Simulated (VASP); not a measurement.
The system is TlGa2.

```
Tl Ga
1.0
     3.29667    0.00000    0.00000
    -1.64834    2.85500    0.00000
     0.00000    0.00000   12.82270
Tl Ga
2 4
Cartesian
  0.0000 1.9033 3.2057
  1.6483 0.9517 9.6170
  0.0000 1.9033 8.0462
  1.6483 0.9517 1.6349
  0.0000 1.9033 11.1878
  1.6483 0.9517 4.7765
```

* Program: VASP 6.6.1
* Task: relaxation of cell and atoms
* Functional: PBE
* Potentials or basis: VASP PAW PBE potentials, release 64 (Tl_d, Ga_d)
* Cutoff: 600 eV
* k mesh: 6 × 6 × 2
* Occupations: gaussian, width 0.1 eV
* Spin: no spin polarisation

At the start: pressure 38.7 GPa; volume 20.11 Å³/atom.

Problem. Where does the relaxation end?

Solution. Over 26 steps the energy falls by 1371.9 meV/atom and the volume is 23.69 Å³/atom (+17.8 %); space group P6_3/mmc (No. 194, to 0.1 Å) before and after.

The path:
```csv
step,energy change (eV),largest force (eV/Å),pressure (GPa),volume (Å³)
1,0.0000,5.5602,38.71,120.69
2,-5.6429,0.0279,-4.09,227.01
3,-6.3103,0.6919,-0.30,179.77
4,-6.3194,0.5904,-1.05,184.64
5,-6.3195,0.6206,-0.84,183.17
6,-6.4123,0.6537,-0.74,179.74
7,-6.7076,0.8014,-0.52,169.70
8,-7.3571,0.8902,0.32,150.63
9,-7.1660,0.9352,13.38,116.46
10,-7.6497,0.8049,1.79,140.58
11,-7.8181,0.4006,5.49,128.19
12,-7.8270,0.5339,4.58,130.41
13,-7.8867,0.3971,4.53,130.18
14,-7.9716,0.0799,4.69,129.47
15,-8.0384,0.0459,3.63,131.73
16,-8.1535,0.0497,1.02,138.66
17,-8.1016,0.2078,-2.28,153.18
18,-8.1714,0.1167,-0.30,143.66
19,-8.1715,0.1127,-0.24,143.37
20,-8.1778,0.1158,-0.21,143.25
21,-8.1983,0.1228,-0.17,142.87
22,-8.2275,0.0867,-0.03,142.04
23,-8.2288,0.0726,0.05,141.69
24,-8.2292,0.0786,0.05,141.81
25,-8.2305,0.0519,-0.02,141.95
26,-8.2315,0.0176,0.00,142.13
```

Final structure:
```cif
data_structure
_symmetry_space_group_name_H-M 'P 1'
_symmetry_Int_Tables_number 1
_cell_length_a 3.2265
_cell_length_b 3.2265
_cell_length_c 15.7652
_cell_angle_alpha 90.000
_cell_angle_beta 90.000
_cell_angle_gamma 120.000
_cell_volume 142.13
loop_
_atom_site_label
_atom_site_type_symbol
_atom_site_fract_x
_atom_site_fract_y
_atom_site_fract_z
_atom_site_occupancy
Tl1 Tl 0.33333 0.66667 0.25000 1
Tl2 Tl 0.66667 0.33333 0.75000 1
Ga1 Ga 0.33333 0.66667 0.57219 1
Ga2 Ga 0.66667 0.33333 0.07219 1
Ga3 Ga 0.33333 0.66667 0.92781 1
Ga4 Ga 0.66667 0.33333 0.42781 1
```

Caveat: the k points lie up to 0.37 Å⁻¹ apart in the final cell, too coarse for converged energies and pressures of a metal; the volume moved by over 15 % at a fixed basis, so the end points are rough.
